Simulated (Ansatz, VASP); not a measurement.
Co in VASP and in Ansatz

```xyz
1
Lattice="-1.3665 1.3665 1.3665 1.3665 -1.3665 1.3665 1.3665 1.3665 -1.3665" Properties=species:S:1:pos:R:3 pbc="T T T"
Co    0.0000    0.0000    0.0000
```

Alike in both runs: functional LDA; k mesh 16 × 16 × 16; occupations fermi-dirac, width 0.05 eV; collinear spin.

Ansatz relaxed the structure, and its values are those at the end. VASP's run is a single point on that final structure, the one shown.

|  | VASP | Ansatz |
| --- | --- | --- |
| version | VASP 6.6.1 | Ansatz 0.2.0 |
| potentials or method | VASP PAW LDA potentials, release 64 (Co), cutoff 520 eV | plane waves (420 eV) with PAW, scalar-relativistic |
| valence electrons in the cell | 9 | 17 |

```tsv
	VASP	Ansatz	Ansatz less VASP
pressure (GPa)	-1.4	0.0	+1.38
net moment per atom (μB)	1.61	1.65	+0.040
size of the moment on the site where the two differ most (μB)	1.61	1.69	+0.077
```

Ansatz warns that its potentials were made for another functional, while VASP's fit it. LDA's correlation is that of Perdew and Zunger in VASP and of Perdew and Wang (1992) in Ansatz. Site moments also hang on the region over which each program counts them. VASP's potentials hold 9 valence electrons a cell and Ansatz's 17, so a difference there can come from the potentials and not from the codes.
